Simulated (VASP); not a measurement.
# BaNaMg6 (Amm2) in VASP: further runs

The runs below take BaNaMg6 through single point, with PBE.

All numbers are computed with VASP 6.6.1; they aren't measurements. Logs are shortened: lines on timing, memory, paths and dates and some standing lists are left out, and cuts for length are marked.

### Step 1. The cell of the first run

It takes space group Amm2 (No. 38, orthorhombic). Conventional cell: a = 5.276 Å, b = 6.545 Å, c = 12.607 Å, α = 90.00°, β = 90.00°, γ = 90.00°. Within 4.3 Å of Ba (site symmetry mm2) lie 2 Na at 3.27 Å and 10 Mg at 3.41 to 3.60 Å. Within 4.1 Å of Mg (site symmetry mm2) lie 10 Mg at 3.11 to 4.00 Å and 2 Ba at 3.41 Å. Mg (site symmetry mm2) has 10 Mg at 3.28 to 3.76 Å and 2 Na at 3.35 Å within 4.3 Å. Within 4.1 Å of Mg (site symmetry m) lie 8 Mg at 3.11 to 4.00 Å and 2 Na at 3.36 Å and 2 Ba at 3.46 Å. Within 4.2 Å of Mg (site symmetry m) lie 8 Mg at 3.15 to 3.32 Å and 2 Na at 3.48 to 3.63 Å and 2 Ba at 3.50 to 3.60 Å. Within 4.3 Å of Na (site symmetry mm2) lie 2 Ba at 3.27 Å and 10 Mg at 3.35 to 3.63 Å.

### Step 2. Single point, PBE

Contents of INCAR:

```
ALGO     = Fast           # electronic algorithm
EDIFF    = 1E-6           # SCF threshold, eV
ENCUT    = 520            # plane-wave cutoff, eV
GGA      = PE             # functional
ISIF     = 2              # what is computed and relaxed
ISMEAR   = -1             # smearing method
LASPH    = True           # aspherical terms in the spheres
LCHARG   = False          # write CHGCAR
LREAL    = False          # projectors in reciprocal space
LWAVE    = False          # write WAVECAR
NBANDS   = 24             # bands
NELM     = 100            # most SCF steps
PREC     = Accurate       # precision mode
SIGMA    = 0.05           # smearing width, eV
```

Contents of KPOINTS:

```
k-points
0
Gamma
  5 5 5
```

Contents of POSCAR:

```
BaNaMg6
1.0
    5.2761977195      0.0000000000      0.0000000000
    0.0000000000      3.2723627428      6.3036018343
    0.0000000000     -3.2723627428      6.3036018343
Ba Mg Na
1 6 1
Direct
    0.5000000000      0.6777020000      0.6777020000
    0.0000000000      0.8491800000      0.8491800000
    0.0000000000      0.3324470000      0.3324470000
    0.0000000000      0.3033160000      0.8197440000
    0.0000000000      0.8197440000      0.3033160000
    0.5000000000      0.1710630000      0.6778290000
    0.5000000000      0.6778290000      0.1710630000
    0.5000000000      0.1687150000      0.1687150000
```

Potentials or basis: VASP PAW PBE potentials, release 64 (Ba_sv, Mg, Na_pv).

Started as:

```
> cat potpaw_PBE.64/Ba_sv/POTCAR potpaw_PBE.64/Mg/POTCAR potpaw_PBE.64/Na_pv/POTCAR > POTCAR
> mpirun -np 1 vasp_std > vasp.out
```

OUTCAR:

```text
EDIFF = 1E-6
   ENCUT = 520
   GGA = PE
   ISIF = 2
   ISMEAR = -1
   LASPH = True
   LREAL = False
   NELM = 100
   PREC = Accurate

 ion  position               nearest neighbor table
   1  0.500  0.678  0.678-   8 3.27   8 3.27   2 3.41   2 3.41   5 3.46   4 3.46   4 3.46   5 3.46
                             7 3.50   6 3.50   7 3.60   6 3.60
   2  0.000  0.849  0.849-   4 3.11   5 3.11   6 3.23   7 3.23   6 3.23   7 3.23   3 3.28   3 3.28
                             1 3.41   1 3.41
   3  0.000  0.332  0.332-   2 3.28   2 3.28   6 3.32   7 3.32   6 3.32   7 3.32   4 3.35   5 3.35

   4  0.000  0.303  0.820-   2 3.11   6 3.15   6 3.15   5 3.16   3 3.35   5 3.38   1 3.46   1 3.46

   5  0.000  0.820  0.303-   2 3.11   7 3.15   7 3.15   4 3.16   3 3.35   4 3.38   1 3.46   1 3.46

   6  0.500  0.171  0.678-   4 3.15   4 3.15   7 3.23   2 3.23   2 3.23   7 3.32   3 3.32   3 3.32
                             1 3.50   1 3.60
   7  0.500  0.678  0.171-   5 3.15   5 3.15   6 3.23   2 3.23   2 3.23   6 3.32   3 3.32   3 3.32
                             1 3.50   1 3.60
   8  0.500  0.169  0.169-   1 3.27   1 3.27

  LATTYP: Found a base centered orthorhombic cell.
 ALAT       =     6.5447254856
 B/A-ratio  =     1.9263151214
 C/A-ratio  =     0.8061755579

  Lattice vectors:

 A1 = (   0.0000000000,   3.2723627428,  -6.3036018343)
 A2 = (   0.0000000000,   3.2723627428,   6.3036018343)
 A3 = (   5.2761977195,   0.0000000000,   0.0000000000)

Analysis of symmetry for initial positions (statically):
=====================================================================
 Subroutine PRICEL returns:
 Original cell was already a primitive cell.

 Routine SETGRP: Setting up the symmetry group for a
 base centered orthorhombic supercell.

 Subroutine GETGRP returns: Found  4 space group operations
 (whereof  4 operations were pure point group operations)
 out of a pool of  8 trial point group operations.

The static configuration has the point symmetry C_2v.

Analysis of symmetry for dynamics (positions and initial velocities):
=====================================================================
 Subroutine PRICEL returns:
 Original cell was already a primitive cell.

 Routine SETGRP: Setting up the symmetry group for a
 base centered orthorhombic supercell.

 Subroutine GETGRP returns: Found  4 space group operations
 (whereof  4 operations were pure point group operations)
 out of a pool of  8 trial point group operations.

The dynamic configuration has the point symmetry C_2v.

 Subroutine INISYM returns: Found  4 space group operations
 (whereof  4 operations are pure point group operations),
[... 109 lines left out ...]
   LREAL  =      F    real-space projection
[... 7 lines left out ...]
   TEBEG  =    0.0;   TEEND  =   0.0 temperature during run
   PSTRESS=    0.0 pullay stress
   NELECT =      29.0000    total number of electrons
   NUPDOWN=      -1.0000    fix difference up-down
   EMIN   =  10.00;   EMAX   =-10.00  energy-range for DOS
   EFERMI =   0.00;   METHOD = LEGACY
   ISMEAR =    -1;   SIGMA  =   0.05  broadening in eV -4-tet -1-fermi 0-gaus
   EFERMI_NEDOS =   21; number of points for ismear=-14 and -15
   IALGO  =     68    algorithm
   IMIX   =      4    mixing-type and parameters
     AMIX     =   0.40;   BMIX     =  1.00
     AMIX_MAG =   1.60;   BMIX_MAG =  1.00
  volume/ion in A,a.u.               =      27.21       183.61
  Fermi-wavevector in a.u.,A,eV,Ry     =   0.836130  1.580056  9.512012  0.699113
  Thomas-Fermi vector in A             =   1.949803
   LORBIT       =      0    0 simple, 1 ext, 2 COOP (PROOUT), +10 PAW based schemes
   GGA     = PE    functional components
   LHFCALC =     F    Hartree Fock is set to
   AEXX    =    0.0000 exact exchange contribution
   IVDW    =     0    specifies the selected vdW correction
   LEPSILON=     F    determine dielectric tensor
   LRPA    =     F    only Hartree local field effects (RPA)
 non-spin polarized calculation
 RMM-DIIS sequential band-by-band and
  energy-cutoff  :      520.00
  volume of cell :      217.67
 maximum number of plane-waves:      5883
 NGX is ok and might be reduce to    40
   NGX = 19   NGY = 27   NGZ = 27

 number of electron      29.0000003 magnetization

 Free energy of the ion-electron system (eV)
  ---------------------------------------------------
  ext. energy  EPLUGINS =         0.00000000
  ---------------------------------------------------
  free energy    TOTEN  =       -11.32512169 eV

  energy without entropy =      -11.29591408  energy(sigma->0) =      -11.31051788

 E-fermi :   2.2027     XC(G=0):  -8.2589

 val. band max:        2.1493059212   @ k =   0.2000   0.4000   0.2000
 cond. band min:       2.2095647787   @ k =   0.4000   0.2000   0.2000
 fundamental gap:      0.0602588576
 Fermi energy:         2.2026889251

 k-point     1 :       0.0000    0.0000    0.0000
  band No.  band energies     occupation
      1     -25.8028      2.00000
      2     -22.3756      2.00000
      3     -22.2733      2.00000
      4     -22.2558      2.00000
      5     -11.2485      2.00000
      6     -11.1177      2.00000
[... 637 lines left out ...]
     23       5.5845      0.00000
     24       6.0620      0.00000

 [... further k-points ...]

------------------------ aborting loop because EDIFF is reached ----------------------------------------

  FORCE on cell =-STRESS in cart. coord.  units (eV):
  Direction    XX          YY          ZZ          XY          YZ          ZX
  --------------------------------------------------------------------------------------
  -------------------------------------------------------------------------------------
  Total        2.3012187      2.1571554      2.1558771      0.0000000      0.0000000      0.0000000
  in kB       16.9381981     15.8778152     15.8684066      0.0000000      0.0000000      0.0000000
  external PRESSURE =      16.2281400 kB  Pullay stress =       0.0000000 kB

 VOLUME and BASIS-vectors are now :
 -----------------------------------------------------------------------------
  energy-cutoff  :      520.00
  volume of cell :      217.67
      direct lattice vectors                 reciprocal lattice vectors
     5.276197719  0.000000000  0.000000000     0.189530426  0.000000000  0.000000000
     0.000000000  3.272362743  6.303601834     0.000000000  0.152794797  0.079319731
     0.000000000 -3.272362743  6.303601834     0.000000000 -0.152794797  0.079319731

 POSITION                                       TOTAL-FORCE (eV/Angst)
 -----------------------------------------------------------------------------------
      2.63810      0.00000      8.54393         0.000000      0.000000      0.073218
      0.00000      0.00000     10.70579         0.000000      0.000000      0.005545
      0.00000      0.00000      4.19123         0.000000      0.000000     -0.074934
      0.00000     -1.68994      7.07932         0.000000      0.030855     -0.041345
      0.00000      1.68994      7.07932         0.000000     -0.030855     -0.041345
      2.63810     -1.65832      5.35108         0.000000      0.053757      0.032609
      2.63810      1.65832      5.35108         0.000000     -0.053757      0.032609
      2.63810      0.00000      2.12702         0.000000      0.000000      0.013643
 -----------------------------------------------------------------------------------
    total drift:                               -0.000000      0.000000     -0.001562

  FREE ENERGIE OF THE ION-ELECTRON SYSTEM (eV)
  ---------------------------------------------------
  free  energy   TOTEN  =       -11.3251216862 eV

  energy  without entropy=      -11.2959140834  energy(sigma->0) =      -11.31051788
```

OSZICAR:

```text
N       E                     dE             d eps       ncg     rms          rms(c)
DAV:   1     0.155975321518E+03    0.15598E+03   -0.10902E+04  1304   0.949E+02
DAV:   2     0.580751027834E+01   -0.15017E+03   -0.14314E+03  1480   0.203E+02
DAV:   3    -0.107483880196E+02   -0.16556E+02   -0.16248E+02  1720   0.654E+01
DAV:   4    -0.117977467928E+02   -0.10494E+01   -0.10456E+01  1944   0.128E+01
DAV:   5    -0.118132727613E+02   -0.15526E-01   -0.15524E-01  1712   0.164E+00    0.455E+00
RMM:   6    -0.113669281157E+02    0.44634E+00   -0.53264E-01  1675   0.178E+00    0.213E+00
RMM:   7    -0.113339684795E+02    0.32960E-01   -0.19631E-01  1815   0.129E+00    0.921E-01
RMM:   8    -0.113245030877E+02    0.94654E-02   -0.36032E-02  1983   0.102E+00    0.118E-01
RMM:   9    -0.113251125327E+02   -0.60944E-03   -0.74333E-03  2154   0.346E-01    0.952E-02
RMM:  10    -0.113250857620E+02    0.26771E-04   -0.10817E-03  2093   0.145E-01    0.471E-02
RMM:  11    -0.113251054103E+02   -0.19648E-04   -0.36100E-04  2172   0.802E-02    0.144E-02
RMM:  12    -0.113251162430E+02   -0.10833E-04   -0.11030E-04  2187   0.373E-02    0.573E-03
RMM:  13    -0.113251198020E+02   -0.35589E-05   -0.35733E-05  2064   0.210E-02    0.318E-03
RMM:  14    -0.113251209241E+02   -0.11222E-05   -0.14884E-05  1710   0.143E-02    0.869E-04
RMM:  15    -0.113251216862E+02   -0.76205E-06   -0.56112E-06  1459   0.805E-03
   1 F= -.11325122E+02 E0= -.11310518E+02  d E =-.292076E-01
```

stdout:

```text
POSCAR found type information on POSCAR BaMgNa
 POSCAR found :  3 types and       8 ions
 scaLAPACK will be used
 LDA part: xc-table for (Slater+PW92), standard interpolation
 POSCAR, INCAR and KPOINTS ok, starting setup
 FFT: planning ... GRIDC
 FFT: planning ... GRID_SOFT
 FFT: planning ... GRID
 WAVECAR not read
 entering main loop
WARNING in EDDRMM: call to ZHEGV failed, returncode =   6  3     10
WARNING in EDDRMM: call to ZHEGV failed, returncode =   6  3      9
```

Run time: 4.2 min. Hardware: 1 thread of Intel Xeon Platinum 8259CL at 2.50GHz (Skylake/Cascade Lake), shared host; peak memory 0.42 GiB.

What came out:

```yaml
Free_energy: -11.3251 eV
Pressure: 1.6 GPa
Largest_force: 0.075 eV/Å
Band_gap_on_the_k_mesh: zero (an odd number of electrons rules out a gap without spin polarisation)
```

Forces in eV/Å, atoms in the order of the input:
```
Ba   0.000  0.000  0.073
Mg   0.000  0.000  0.006
Mg   0.000  0.000 -0.075
Mg   0.000  0.031 -0.041
Mg   0.000 -0.031 -0.041
Mg   0.000  0.054  0.033
Mg   0.000 -0.054  0.033
Na   0.000  0.000  0.014
```

Levels at points of the mesh, in eV from the Fermi level:
| k point | band 11 | band 12 | band 13 | band 14 | band 15 | band 16 | band 17 | band 18 | band 19 | band 20 |
| --- | --- | --- | --- | --- | --- | --- | --- | --- | --- | --- |
| (0.00, 0.00, 0.00) | -1.98 | -1.32 | -1.14 | -0.62 | -0.35 | 0.02 | 0.91 | 1.39 | 2.18 | 2.53 |

Caveat: spin-orbit coupling is left out, which moves the levels of the heavy elements.

### Step 3. Single point, PBE

This run uses another cell than the first one, of 27.79 Å³/atom.

Contents of INCAR:

```
PREC     = Accurate       # precision mode
ENCUT    = 520            # plane-wave cutoff, eV
EDIFF    = 1E-6           # SCF threshold, eV
ISMEAR   = -1             # smearing method
SIGMA    = 0.05           # smearing width, eV
LREAL    = False          # projectors in reciprocal space
LASPH    = True           # aspherical terms in the spheres
NELM     = 100            # most SCF steps
ALGO     = Fast           # electronic algorithm
ISIF     = 2              # what is computed and relaxed
LWAVE    = False          # write WAVECAR
LCHARG   = False          # write CHGCAR
GGA      = PE             # functional
NBANDS   = 24             # bands
```

Contents of KPOINTS:

```
regular mesh
0
Gamma
  5 5 5
```

Changes to POSCAR since step 2:

```diff
@@ -2,5 +2,5 @@
 1.0
-    5.2761977195      0.0000000000      0.0000000000
-    0.0000000000      3.2723627428      6.3036018343
-    0.0000000000     -3.2723627428      6.3036018343
+    5.3133552657      0.0000000000      0.0000000000
+    0.0000000000      3.2954083101      6.3479948591
+    0.0000000000     -3.2954083101      6.3479948591
 Ba Mg Na
```

Potentials or basis: VASP PAW PBE potentials, release 64 (Ba_sv, Mg, Na_pv).

Started as:

```
> cat potpaw_PBE.64/Ba_sv/POTCAR potpaw_PBE.64/Mg/POTCAR potpaw_PBE.64/Na_pv/POTCAR > POTCAR
> mpirun -np 1 vasp_std > vasp.out
```

Wall time 4.1 min (1 thread of Intel Xeon Platinum 8259CL at 2.50GHz (Skylake/Cascade Lake), shared host); peak memory 0.43 GiB.

It converged, with:

```
Free energy            : -11.3637 eV
Pressure               : 1.0 GPa
Largest force          : 0.066 eV/Å
Band gap on the k mesh : zero (an odd number of electrons rules out a gap without spin polarisation)
```

Forces in eV/Å, atoms in the order of the input:
```
Ba   0.000  0.000  0.066
Mg   0.000  0.000  0.031
Mg   0.000  0.000 -0.057
Mg   0.000  0.028 -0.057
Mg   0.000 -0.028 -0.057
Mg   0.000  0.046  0.035
Mg   0.000 -0.046  0.035
Na   0.000  0.000  0.006
```

Levels at points of the mesh, in eV from the Fermi level:
```csv
k point,band 12,band 13,band 14,band 15,band 16,band 17,band 18,band 19
"(0.00, 0.00, 0.00)",-1.32,-1.11,-0.61,-0.37,0.00,0.91,1.38,2.16
```

Caveat: spin-orbit coupling is left out, which moves the levels of the heavy elements.

[end of part 1 of 2]

The gap in the log of VASP goes by the Fermi energy; the results here count the filled bands.